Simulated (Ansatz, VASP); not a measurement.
**SiO2: VASP beside Ansatz**

```xyz
24
Lattice="7.1119 0.0000 0.0000 0.0000 7.1119 0.0000 0.0000 0.0000 7.1119" Properties=species:S:1:pos:R:3 pbc="T T T"
Si    2.0200    2.0200    2.0200
Si    1.5359    5.0919    5.5760
Si    5.5760    1.5359    5.0919
Si    5.0919    5.5760    1.5359
Si    7.2690    7.2690    7.2690
Si    3.3989   -0.1570    3.7130
Si    3.7130    3.3989   -0.1570
Si   -0.1570    3.7130    3.3989
O     1.0874    1.0874    1.0874
O     2.4686    6.0246    4.6433
O     4.6433    2.4686    6.0246
O     6.0246    4.6433    2.4686
O     4.5483    4.7308    0.2593
O     6.1196    2.3812    3.8153
O     0.9924    5.9372    6.8526
O     2.5636    1.1748    3.2967
O     0.2593    4.5483    4.7308
O     3.8153    6.1196    2.3812
O     6.8526    0.9924    5.9372
O     3.2967    2.5636    1.1748
O     4.7308    0.2593    4.5483
O     2.3812    3.8153    6.1196
O     5.9372    6.8526    0.9924
O     1.1748    3.2967    2.5636
```

Change from the starting cell: volume scaled by 0.98, ions relaxed.

Alike in both runs: functional PBE; k mesh 4 × 4 × 4; occupations fermi-dirac, width 0.02 eV; no spin polarisation.

Ansatz relaxed the structure, and its values are those at the end. VASP's run is a single point on that final structure, the one shown.

```csv
,VASP,Ansatz
version,VASP 6.6.1,Ansatz 0.2.0
potentials or method,"VASP PAW PBE potentials, release 64 (Si, O)","plane-wave PAW, scalar-relativistic"
plane-wave cutoff (eV),520,420
valence electrons in the cell,128,128
```

VASP gave:

```
gap on the k mesh at the Fermi level (eV) : 5.72
pressure (GPa)                            : 1.0
rms of the force components (eV/Å)        : 0.011
```

**Question.** Estimate Ansatz's values.

**Answer.** gap on the k mesh at the Fermi level (eV): 5.72; pressure (GPa): 0.9; rms of the force components (eV/Å): 0.007.

The functional is the same, so the differences come from potentials, cutoffs and numerics. Ansatz's warnings: stress scf threshold loose.
